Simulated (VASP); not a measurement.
Input of a VASP 6.6.1 run:

The input INCAR:

```
SYSTEM = Ti
  PREC = Accurate
  ENCUT = 520
  EDIFF = 1E-6
  ISMEAR = 0
  SIGMA = 0.1
  LREAL = .FALSE.
  LASPH = .TRUE.
  NELM = 60
  ALGO = Fast
  ISIF = 2
  LWAVE = .FALSE.
  LCHARG = .FALSE.
  LDIPOL = .TRUE.
  IDIPOL = 3
  DIPOL = 0.5 0.5 0.500
  GGA = PS
  NBANDS = 38
```

KPOINTS

```
Automatic mesh
0
G
  12 12 1
  0 0 0
```

The input POSCAR:

```
Ti
1.0
    2.9004352002      0.0000000000      0.0000000000
   -1.4502176001      2.5118505654      0.0000000000
    0.0000000000      0.0000000000     24.1819808939
Ti
5
Direct
    0.6666666667      0.3333333333      0.3101482890
    0.3333333333      0.6666666667      0.4050741445
    0.6666666667      0.3333333333      0.5000000000
    0.3333333333      0.6666666667      0.5949258555
    0.6666666667      0.3333333333      0.6898517110
```

Potentials or basis: VASP PAW PBE potentials, release 64 (Ti_sv).

Launch:

```sh
$ cat potpaw_PBE.64/Ti_sv/POTCAR > POTCAR
$ mpirun -np 1 vasp_std > vasp.out
```

**Question.** Predict the largest force.

**Answer.** 0.701 eV/Å.

**Question.** What does it give for the band gap on the k mesh?

**Answer.** Zero (band 30 reaches 2.50 eV, above the bottom of band 31 at 1.46 eV).

Forces in eV/Å, atoms in the order of the input:
```
Ti   0.000  0.000  0.602
Ti   0.000  0.000 -0.701
Ti   0.000  0.000  0.000
Ti   0.000  0.000  0.701
Ti   0.000  0.000 -0.602
```

Caveat: the PAW data sets were made with another functional, which shifts forces and pressure a little.
